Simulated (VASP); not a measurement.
# AlN (P2_1/c) in VASP: single point with LDA

Aim: the single point of AlN with LDA.

Program: VASP 6.6.1. These are calculated values, not measurements. Logs are shortened: lines on timing, memory, paths and dates and some standing lists are left out, and cuts for length are marked.

## 1. The cell of the first run

It takes space group P2_1/c (No. 14, monoclinic). Conventional cell: a = 3.276 Å, b = 5.674 Å, c = 5.249 Å, α = 90.00°, β = 128.62°, γ = 90.00°. Al (site symmetry 1) has 5 N at 1.89 to 2.09 Å within 2.5 Å. Within 2.5 Å of N (site symmetry 1) lie 5 Al at 1.89 to 2.09 Å.

## 2. Single point, LDA (atoms displaced along a vibrational mode)

INCAR

```
  PREC = Accurate
  ENCUT = 520
  EDIFF = 1E-6
  ISMEAR = 0
  SIGMA = 0.05
  LREAL = F
  LASPH = T
  NELM = 100
  ALGO = Normal
  ISIF = 2
  LWAVE = F
  LCHARG = F
  NBANDS = 26
```

KPOINTS

```
Automatic mesh
0
Gamma
  8 6 4
```

POSCAR

```
AlN
1.0
   -3.2758593877      0.0000000000      0.0000000000
    0.0000000000      0.0000000000     -4.1006874301
    0.0000000000     -5.6739548979      0.0000000000
Al N
4 4
Direct
    0.5570842572      0.2597056898      0.1666666667
    0.9429157428      0.2402943102      0.6666666667
    1.0570842572      0.7597056898      0.3333333333
    0.4429157428      0.7402943102      0.8333333333
    0.5555466460      0.7507583669      0.1666666667
    0.9444533540      0.7492416331      0.6666666667
    1.0555466460      0.2507583669      0.3333333333
    0.4444533540      0.2492416331      0.8333333333
```

Potentials or basis: VASP PAW LDA potentials, release 64 (Al, N).

Command:

```sh
> cat potpaw_LDA.64/Al/POTCAR potpaw_LDA.64/N/POTCAR > POTCAR
> mpirun -np 1 vasp_std > vasp.out
```

OUTCAR:

```text
PREC = Accurate
   ENCUT = 520
   EDIFF = 1E-6
   ISMEAR = 0
   LREAL = F
   LASPH = T
   NELM = 100
   ISIF = 2

 ion  position               nearest neighbor table
   1  0.557  0.260  0.167-   7 1.89   7 1.90   8 1.93   5 2.01   5 2.09   4 2.76   3 2.79   3 2.79
                             3 2.79   3 2.79   4 2.87   2 3.11   2 3.11
   2  0.943  0.240  0.667-   8 1.89   8 1.90   7 1.93   6 2.01   6 2.09   3 2.76   4 2.79   4 2.79
                             4 2.79   4 2.79   3 2.87   1 3.11   1 3.11
   3  0.057  0.760  0.333-   5 1.89   5 1.90   6 1.93   7 2.01   7 2.09   2 2.76   1 2.79   1 2.79
                             1 2.79   1 2.79   2 2.87   4 3.11   4 3.11
   4  0.443  0.740  0.833-   6 1.89   6 1.90   5 1.93   8 2.01   8 2.09   1 2.76   2 2.79   2 2.79
                             2 2.79   2 2.79   1 2.87   3 3.11   3 3.11
   5  0.556  0.751  0.167-   3 1.89   3 1.90   4 1.93   1 2.01   1 2.09
   6  0.944  0.749  0.667-   4 1.89   4 1.90   3 1.93   2 2.01   2 2.09
   7  0.056  0.251  0.333-   1 1.89   1 1.90   2 1.93   3 2.01   3 2.09
   8  0.444  0.249  0.833-   2 1.89   2 1.90   1 1.93   4 2.01   4 2.09

  LATTYP: Found a simple orthorhombic cell.
 ALAT       =     3.2758593877
 B/A-ratio  =     1.2517898190
 C/A-ratio  =     1.7320508076

  Lattice vectors:

 A1 = (  -3.2758593877,   0.0000000000,   0.0000000000)
 A2 = (   0.0000000000,   0.0000000000,  -4.1006874301)
 A3 = (   0.0000000000,  -5.6739548979,   0.0000000000)

Analysis of symmetry for initial positions (statically):
=====================================================================
 Subroutine PRICEL returns:
 Original cell was already a primitive cell.

 Routine SETGRP: Setting up the symmetry group for a
 simple orthorhombic supercell.

 Subroutine GETGRP returns: Found  4 space group operations
 (whereof  2 operations were pure point group operations)
 out of a pool of  8 trial point group operations.

The static configuration has the point symmetry S_2 .
 The point group associated with its full space group is C_2h.

Analysis of symmetry for dynamics (positions and initial velocities):
=====================================================================
 Subroutine PRICEL returns:
 Original cell was already a primitive cell.

 Routine SETGRP: Setting up the symmetry group for a
 simple orthorhombic supercell.

 Subroutine GETGRP returns: Found  4 space group operations
 (whereof  2 operations were pure point group operations)
 out of a pool of  8 trial point group operations.

The dynamic configuration has the point symmetry S_2 .
 The point group associated with its full space group is C_2h.

 Subroutine INISYM returns: Found  4 space group operations
 (whereof  2 operations are pure point group operations),
 and found     1 'primitive' translations

----------------------------------------------------------------------------------------

                                     Primitive cell

  volume of cell :      76.2198

  direct lattice vectors                    reciprocal lattice vectors
    -3.275859388  0.000000000  0.000000000    -0.305263408  0.000000000  0.000000000
     0.000000000  0.000000000 -4.100687430     0.000000000  0.000000000 -0.243861552
     0.000000000 -5.673954898  0.000000000     0.000000000 -0.176243911  0.000000000

  length of vectors
     3.275859388  4.100687430  5.673954898     0.305263408  0.243861552  0.176243911

  position of ions in fractional coordinates (direct lattice)
     0.557084257  0.259705690  0.166666667
     0.942915743  0.240294310  0.666666667
     0.057084257  0.759705690  0.333333333
     0.442915743  0.740294310  0.833333333
     0.555546646  0.750758367  0.166666667
     0.944453354  0.749241633  0.666666667
     0.055546646  0.250758367  0.333333333
     0.444453354  0.249241633  0.833333333

  ion indices of the primitive-cell ions
   primitive index   ion index
                 1           1
                 2           2
                 3           3
                 4           4
                 5           5
                 6           6
                 7           7
                 8           8

----------------------------------------------------------------------------------------

 KPOINTS: Automatic mesh

Automatic generation of k-mesh.
 Grid dimensions read from file:
 generate k-points for:    8    6    4

 Generating k-lattice:

  Cartesian coordinates                     Fractional coordinates (reciprocal lattice)
    -0.038157926  0.000000000  0.000000000     0.125000000  0.000000000  0.000000000
     0.000000000  0.000000000 -0.040643592     0.000000000  0.166666667  0.000000000
     0.000000000 -0.044060978  0.000000000     0.000000000  0.000000000  0.250000000

  Length of vectors
     0.038157926  0.040643592  0.044060978

  Shift w.r.t. Gamma in fractional coordinates (k-lattice)
     0.000000000  0.000000000  0.000000000

 Subroutine IBZKPT returns following result:
 ===========================================

 Found     78 irreducible k-points:

 Following reciprocal coordinates:
            Coordinates               Weight
  0.000000  0.000000  0.000000      1.000000
  0.125000  0.000000  0.000000      2.000000
  0.250000  0.000000  0.000000      2.000000
  0.375000  0.000000  0.000000      2.000000
  0.500000  0.000000  0.000000      1.000000
  0.000000  0.166667  0.000000      2.000000
[... 16 lines left out ...]
  0.125000  0.500000  0.000000      2.000000
  0.250000  0.500000  0.000000      2.000000
 [... further k-points ...]
   k-points           NKPTS =     78   k-points in BZ     NKDIM =     78   number of bands    NBANDS=     26
   number of dos      NEDOS =    301   number of ions     NIONS =      8
   total plane-waves  NPLWV =  30240
   dimension x,y,z NGX =    24 NGY =   30 NGZ =   42
   dimension x,y,z NGXF=    48 NGYF=   60 NGZF=   84
   ions per type =               4   4
   NGX,Y,Z   is equivalent  to a cutoff of  12.18, 12.16, 12.31 a.u.
   NGXF,Y,Z  is equivalent  to a cutoff of  24.36, 24.32, 24.61 a.u.
 SYSTEM =  unknown system
   PREC   = accura    normal or accurate (medium, high low for compatibility)
   ISTART =      0    job   : 0-new  1-cont  2-samecut
   ICHARG =      2    charge: 1-file 2-atom 10-const
   ISPIN  =      1    spin polarized calculation?
   LNONCOLLINEAR =      F non collinear calculations
   LSORBIT =      F    spin-orbit coupling
   LASPH  =      T    aspherical Exc in radial PAW
   ENCUT  =  520.0 eV  38.22 Ry    6.18 a.u.   6.09  7.62 10.55*2*pi/ulx,y,z
   NELM   =    100;   NELMIN=  2; NELMDL= -5     # of ELM steps
   EDIFF  = 0.1E-05   stopping-criterion for ELM
   LREAL  =      F    real-space projection
   EDIFFG = 0.1E-04   stopping-criterion for IOM
   NSW    =      0    number of steps for IOM
   IBRION =     -1    ionic relax: 0-MD 1-quasi-New 2-CG
   NFREE  =      0    steps in history (QN), initial steepest desc. (CG)
   ISIF   =      2    stress and relaxation
   ISYM   =      2    0-nonsym 1-usesym 2-fastsym
   POTIM  = 0.5000    time-step for ionic-motion
   TEBEG  =    0.0;   TEEND  =   0.0 temperature during run
   PSTRESS=    0.0 pullay stress
   NELECT =      32.0000    total number of electrons
   NUPDOWN=      -1.0000    fix difference up-down
   EMIN   =  10.00;   EMAX   =-10.00  energy-range for DOS
   EFERMI =   0.00;   METHOD = LEGACY
   ISMEAR =     0;   SIGMA  =   0.05  broadening in eV -4-tet -1-fermi 0-gaus
   EFERMI_NEDOS =   21; number of points for ismear=-14 and -15
   IALGO  =     38    algorithm
   IMIX   =      4    mixing-type and parameters
     AMIX     =   0.40;   BMIX     =  1.00
     AMIX_MAG =   1.60;   BMIX_MAG =  1.00
  volume/ion in A,a.u.               =       9.53        64.29
  Fermi-wavevector in a.u.,A,eV,Ry     =   1.225845  2.316511 20.445420  1.502696
  Thomas-Fermi vector in A             =   2.360868
   LORBIT       =      0    0 simple, 1 ext, 2 COOP (PROOUT), +10 PAW based schemes
   GGA     = CA    functional components
   LHFCALC =     F    Hartree Fock is set to
   AEXX    =    0.0000 exact exchange contribution
   IVDW    =     0    specifies the selected vdW correction
   LEPSILON=     F    determine dielectric tensor
   LRPA    =     F    only Hartree local field effects (RPA)
 non-spin polarized calculation
 Gauss-broadening in eV      SIGMA  =   0.05
  energy-cutoff  :      520.00
  volume of cell :       76.22
 maximum number of plane-waves:      2088
   NGX = 13   NGY = 15   NGZ = 21

 number of electron      32.0000003 magnetization

 Free energy of the ion-electron system (eV)
  ---------------------------------------------------
  ext. energy  EPLUGINS =         0.00000000
  ---------------------------------------------------
  free energy    TOTEN  =       -64.63349748 eV

  energy without entropy =      -64.63349748  energy(sigma->0) =      -64.63349748

 E-fermi :   8.3473     XC(G=0): -11.6971

 val. band max:        8.0824458872   @ k =   0.0000   0.0000   0.0000
 cond. band min:      11.5946340242   @ k =   0.0000   0.0000   0.0000
 fundamental gap:      3.5121881370
 Fermi energy:         8.3473428619

 k-point     1 :       0.0000    0.0000    0.0000
  band No.  band energies     occupation
      1      -8.7532      2.00000
      2      -6.7689      2.00000
      3      -5.4428      2.00000
      4      -4.7680      2.00000
      5       1.0743      2.00000
      6       1.5520      2.00000
[... 18 lines left out ...]
     25      17.5446      0.00000
     26      19.4093      0.00000

 k-point     2 :       0.1250    0.0000    0.0000
  band No.  band energies     occupation
      1      -8.6106      2.00000
      2      -6.6534      2.00000
      3      -5.4902      2.00000
      4      -4.7658      2.00000
      5       1.2204      2.00000
      6       1.4893      2.00000
[... 18 lines left out ...]
     25      18.5874      0.00000
[... 608 lines left out ...]
     25      17.8018      0.00000
     26      17.9321      0.00000

 k-point    24 :       0.2500    0.5000    0.0000
  band No.  band energies     occupation
      1      -6.7910      2.00000
      2      -6.7855      2.00000
      3      -5.7672      2.00000
      4      -5.7614      2.00000
      5       1.0216      2.00000
      6       1.0465      2.00000
[... 18 lines left out ...]
     25      18.0982      0.00000
     26      18.2787      0.00000

 [... further k-points ...]

------------------------ aborting loop because EDIFF is reached ----------------------------------------

  FORCE on cell =-STRESS in cart. coord.  units (eV):
  Direction    XX          YY          ZZ          XY          YZ          ZX
  --------------------------------------------------------------------------------------
  -------------------------------------------------------------------------------------
  Total       -0.8719484     -0.1884767     -0.6920131      0.0000000      0.0000000     -0.2004267
  in kB      -18.3287808     -3.9618723    -14.5464533      0.0000000      0.0000000     -4.2130676
  external PRESSURE =     -12.2790355 kB  Pullay stress =       0.0000000 kB

 VOLUME and BASIS-vectors are now :
 -----------------------------------------------------------------------------
  energy-cutoff  :      520.00
  volume of cell :       76.22
      direct lattice vectors                 reciprocal lattice vectors
    -3.275859388  0.000000000  0.000000000    -0.305263408  0.000000000  0.000000000
     0.000000000  0.000000000 -4.100687430     0.000000000  0.000000000 -0.243861552
     0.000000000 -5.673954898  0.000000000     0.000000000 -0.176243911  0.000000000

 POSITION                                       TOTAL-FORCE (eV/Angst)
 -----------------------------------------------------------------------------------
     -1.82493     -0.94566     -1.06497         0.552775      0.288801      0.297818
     -3.08886     -3.78264     -0.98537        -0.552775      0.288801     -0.297818
     -0.18700     -1.89132     -3.11532         0.552775     -0.288801      0.297818
     -1.45093     -4.72830     -3.03572        -0.552775     -0.288801     -0.297818
     -1.81989     -0.94566     -3.07863         0.301023      0.385004      0.000695
     -3.09390     -3.78264     -3.07241        -0.301023      0.385004     -0.000695
     -0.18196     -1.89132     -1.02828         0.301023     -0.385004      0.000695
     -1.45597     -4.72830     -1.02206        -0.301023     -0.385004     -0.000695
 -----------------------------------------------------------------------------------
    total drift:                               -0.000000      0.000000     -0.000000

  FREE ENERGIE OF THE ION-ELECTRON SYSTEM (eV)
  ---------------------------------------------------
  free  energy   TOTEN  =       -64.6334974771 eV

  energy  without entropy=      -64.6334974771  energy(sigma->0) =      -64.63349748
```

It took 1.8 min on 1 thread of AMD EPYC 7R13, shared host; peak memory 0.2 GiB.

Results:

```
Free energy            : -64.6335 eV
Pressure               : -1.2 GPa
Largest force          : 0.691 eV/Å
Band gap on the k mesh : 3.51 eV
```

Forces on the atoms (eV/Å):
```
Al   0.553  0.289  0.298
Al  -0.553  0.289 -0.298
Al   0.553 -0.289  0.298
Al  -0.553 -0.289 -0.298
N    0.301  0.385  0.001
N   -0.301  0.385 -0.001
N    0.301 -0.385  0.001
N   -0.301 -0.385 -0.001
```

Levels at points of the mesh, in eV from the valence-band top:
```tsv
k point	band 14	band 15	band 16	band 17	band 18	band 19
(0.00, 0.00, 0.00)	-1.38	-1.26	0.00	3.51	4.05	4.34
(0.50, 0.00, 0.00)	-2.75	-1.99	-1.99	5.43	5.43	5.88
(0.00, 0.50, 0.00)	-2.23	-1.69	-1.69	4.88	4.88	5.71
(0.50, 0.50, 0.00)	-1.01	-0.87	-0.76	5.52	5.63	6.70
(0.00, 0.00, 0.50)	-1.32	-1.08	-1.08	4.59	4.59	6.08
(0.50, 0.00, 0.50)	-3.00	-1.34	-1.34	3.88	3.88	7.31
(0.00, 0.50, 0.50)	-1.81	-1.76	-1.76	5.21	5.21	5.31
(0.50, 0.50, 0.50)	-1.74	-1.68	-1.68	5.10	5.10	5.24
```

Caveat: the cell differs from its parent crystal (atoms displaced along a vibrational mode).
